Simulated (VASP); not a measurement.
# Cd: single point with PBE

Cd:

```
Cd
1.0
    -1.80015    1.80015    1.80015
     1.80015   -1.80015    1.80015
     1.80015    1.80015   -1.80015
Cd
1
Cartesian
  0.0000 0.0000 0.0000
```

This isn't the form of Cd at room conditions, which is hcp.

| Property | Result |
| --- | --- |
| Program | VASP 6.6.1 |
| Task | single point |
| Functional | PBE |
| Potentials or basis | VASP PAW PBE potentials, release 64 (Cd) |
| Cutoff | 520 eV |
| k mesh | 16 × 16 × 16 |
| Occupations | fermi-dirac, width 0.05 eV |
| Spin | no spin polarisation |
| Dipole correction | no |
| Further INCAR settings | ALGO = Normal; EDIFF = 1e-07; NBANDS = 12 |

```json
{
  "Pressure": "0.2 GPa",
  "Band gap on the k mesh": "zero (bands 6 and 7 overlap by 4.40 eV)"
}
```

Levels at points of the mesh, in eV from the Fermi level:
```tsv
k point	band 4	band 5	band 6	band 7	band 8	band 9
(0.00, 0.00, 0.00)	-8.53	-8.53	-8.36	15.22	15.22	15.22
(0.50, 0.00, 0.00)	-8.51	-8.15	-1.89	-1.02	9.00	9.79
(0.50, 0.50, 0.50)	-8.24	-8.24	3.38	3.38	3.38	5.23
```

It took 27 s on 1 thread of Intel Xeon 8259CL, with other jobs on the host, peak memory 0.16 GiB.
